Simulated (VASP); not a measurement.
Zr2TiS4, 7 atoms in the cell. It takes space group P4/mmm (No. 123, tetragonal). The conventional cell has a = 5.136 Å, b = 5.136 Å, c = 5.096 Å, α = 90.00°, β = 90.00°, γ = 90.00°. Zr (site symmetry mmm) has 6 S at 2.55 to 2.57 Å within 3.4 Å. Within 3.4 Å of Ti (site symmetry 4/mmm) lie 6 S at 2.55 to 2.57 Å. Within 3.4 Å of S (site symmetry 4/mmm) lie 2 Ti at 2.55 Å and 4 Zr at 2.57 Å. Within 3.4 Å of S (site symmetry 4/mmm) lie 4 Zr at 2.57 Å. S (site symmetry mmm) has 2 Zr at 2.55 Å and 2 Ti at 2.57 Å within 3.4 Å. 

```yaml
Program: VASP 6.6.1
Task: single point
Functional: PBE
Potentials_or_basis: VASP PAW PBE potentials, release 64 (Zr_sv, Ti_sv, S)
Cutoff: 520 eV
k_mesh: 3 × 3 × 3
Occupations: gaussian, width 0.15 eV
Spin: collinear spin, ferromagnetic start
Starting_moments: "[0.0, 0.0, 1.0, 0.0, 0.0, 0.0, 0.0] μB"
Dipole_correction: no
Further_INCAR_settings: ALGO = Normal; EDIFF = 1e-06; NBANDS = 43
```

Potentials or basis: VASP PAW PBE potentials, release 64 (Zr_sv, Ti_sv, S).

Launch:

```console
$ cat potpaw_PBE.64/Zr_sv/POTCAR potpaw_PBE.64/Ti_sv/POTCAR potpaw_PBE.64/S/POTCAR > POTCAR
$ mpirun -np 1 vasp_std > vasp.out
```

Hardware: 1 thread of Intel(R) Xeon(R) 6975P-C (Granite Rapids), with other jobs on the host.

Q: Estimate the wall time of this run.

A: Wall time 60 s on 1 thread of Intel(R) Xeon(R) 6975P-C (Granite Rapids), on a shared host, peak memory 0.3 GiB. Counts: scf iterations 17, k points 6.
